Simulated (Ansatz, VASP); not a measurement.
## One calculation of Zr, two programs

File INCAR:

```
  ALGO = Normal
  EDIFF = 1E-6
  ENCUT = 520
  GGA = PE
  ISIF = 2
  ISMEAR = -1
  LASPH = T
  LCHARG = F
  LREAL = F
  LWAVE = F
  NBANDS = 12
  NELM = 100
  PREC = Accurate
  SIGMA = 0.1
```

KPOINTS

```
k-points
0
Gamma
  16 16 14
```

POSCAR

```
Zr
1.0
    2.5703218619      0.0000000000      0.0000000000
   -1.2851609309      2.2259640283      0.0000000000
    0.0000000000      0.0000000000      2.5030887107
Zr
1
Direct
    0.0000000000      0.0000000000      0.0000000000
```

Input for Ansatz:

```yaml
crystal:
  lattice:
    - [2.5703218619, 0.0, 0.0]
    - [-1.2851609309, 2.2259640283, 0.0]
    - [0.0, 0.0, 2.5030887107]
  atoms:
    - { symbol: Zr, position: [0.0, 0.0, 0.0] }
kpoints:
  mp_grid: { grid: [16, 16, 14] }
scf:
  occupations: { method: fermi_dirac, width: 0.1 }
hamiltonian:
  xc: pbe
  pseudopotentials: { kind: all_electron, lapw: { basis_error: 0.001 } }
output:
  forces: true
  stress: true
  eigenvalues: true
  populations: true
```

Change from the starting cell: volume scaled by 0.6, LAPW.

Alike in both runs: task single point; functional PBE; k mesh 16 × 16 × 14; occupations fermi-dirac, width 0.1 eV; no spin polarisation.

|  | VASP | Ansatz |
| --- | --- | --- |
| version | VASP 6.6.1 | Ansatz 0.2.0 |
| potentials or method | VASP PAW PBE potentials, release 64 (Zr_sv), cutoff 520 eV | all-electron LAPW, scalar-relativistic |

VASP gave:

```
pressure (GPa)                                                : 103.1
traceless stress, the component that is largest in VASP (GPa) : -0.40
```

Problem. What did Ansatz give for the same quantities?

Solution. Pressure (GPa): 102.4; traceless stress, the component that is largest in VASP (GPa): -0.34.

Both programs put the cell under a high pressure, so it lies far from rest at this level. Ansatz ran all-electron here, and VASP with PAW potentials.

Noted on VASP's run: the cell as given lies far from equilibrium.
